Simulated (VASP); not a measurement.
Write the native input for VASP 6.6.1 that does the following.

```
Task                   : single point
Functional             : PBE
Potentials or basis    : VASP PAW PBE potentials, release 64 (Si)
Cutoff                 : 500 eV
k mesh                 : 17 × 17 × 17
Occupations            : fermi-dirac, width 0.1 eV
Spin                   : no spin polarisation
Dipole correction      : no
Further INCAR settings : ALGO = Normal; EDIFF = 1e-06; NBANDS = 8
```

The structure of Si lies in POSCAR:

```
Si
1.0
   -1.6269100000      1.6269100000      1.3005250500
    1.6269100000     -1.6269100000      1.3005250500
    1.6269100000      1.6269100000     -1.3005250500
Si
1
Direct
    0.0000000000      0.0000000000      0.0000000000
```

These files were run (other wordings do the same):

INCAR

```
SYSTEM = Si
PREC = Accurate ; ENCUT = 500
EDIFF = 1E-6 ; ISMEAR = -1
SIGMA = 0.1 ; LREAL = .False.
LASPH = .True. ; NELM = 120
ALGO = Normal ; ISIF = 2
LWAVE = .False. ; LCHARG = .False.
GGA = PE ; NBANDS = 8
GGA_COMPAT = .False.
```

KPOINTS

```
Automatic mesh
0
Gamma
  17 17 17
  0 0 0
```

Potentials or basis: VASP PAW PBE potentials, release 64 (Si).

Run with:

```console
$ cat potpaw_PBE.64/Si/POTCAR > POTCAR
$ mpirun -np 1 vasp_std > vasp.out
```

It gave:

| Item | Value |
| --- | --- |
| Pressure | 5.2 GPa |
| Band gap on the k mesh | zero (bands 2 and 3 overlap by 13.23 eV) |

Caveat: the cell stands under pressure.

Run time: 15 s on 1 thread of Intel(R) Xeon(R) Platinum 8375C CPU @ 2.90GHz (Ice Lake), on a shared host, peak memory 0.14 GiB.
